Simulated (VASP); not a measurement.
Set up this calculation in VASP 6.6.1, as the native input.

```
Task                   : relaxation of cell and atoms
Functional             : PBE
Potentials or basis    : VASP PAW PBE potentials, release 64 (Cd, Te)
Cutoff                 : 500 eV
k mesh                 : 8 × 8 × 8
Occupations            : gaussian, width 0.02 eV
Spin                   : no spin polarisation
Dipole correction      : no
Further INCAR settings : ALGO = Normal; EDIFF = 1e-07; IBRION = 2; EDIFFG = -0.002; NSW = 100; ISIF = 3
```

The structure of CdTe lies in POSCAR:

```
CdTe
1.0
    0.0000000000      3.3102779957      3.3102779957
    3.3102779957      0.0000000000      3.3102779957
    3.3102779957      3.3102779957      0.0000000000
Cd Te
1 1
Direct
    0.0000000000      0.0000000000      0.0000000000
    0.7500000000      0.7500000000      0.7500000000
```

One way to write it, as run:

INCAR

```
PREC = Accurate ; ENCUT = 500
EDIFF = 1E-7 ; ISMEAR = 0
SIGMA = 0.02 ; LREAL = F
LASPH = T ; NELM = 120
ALGO = Normal ; ISIF = 3
LWAVE = F ; LCHARG = F
GGA = PE ; IBRION = 2
NSW = 100 ; EDIFFG = -0.002
GGA_COMPAT = F ; NELMIN = 4
```

KPOINTS

```
Automatic mesh
0
Gamma
  8 8 8
```

Potentials or basis: VASP PAW PBE potentials, release 64 (Cd, Te).

Run with:

```sh
$ cat potpaw_PBE.64/Cd/POTCAR potpaw_PBE.64/Te/POTCAR > POTCAR
$ mpirun -np 1 vasp_std > vasp.out
```

It gave:

```yaml
Relaxed_volume: 36.35 Å³/atom
Relaxed_cell: a = 4.685 Å, b = 4.685 Å, c = 4.685 Å, α = 60.00°, β = 60.00°, γ = 60.00°
Space_group_after_relaxing_to_0.1_Å: F-43m (No. 216)
Energy_gained_by_relaxing: 0.0 meV/atom
Ionic_steps: 2
Pressure_after_relaxing: 0.0 GPa
Band_gap_on_the_k_mesh: 0.57 eV
```

Caveat: spin-orbit coupling is left out, which moves the levels of the heavy elements.

It took 91 s on 1 thread of Intel Xeon 8259CL, on a shared host, peak memory 0.23 GiB.
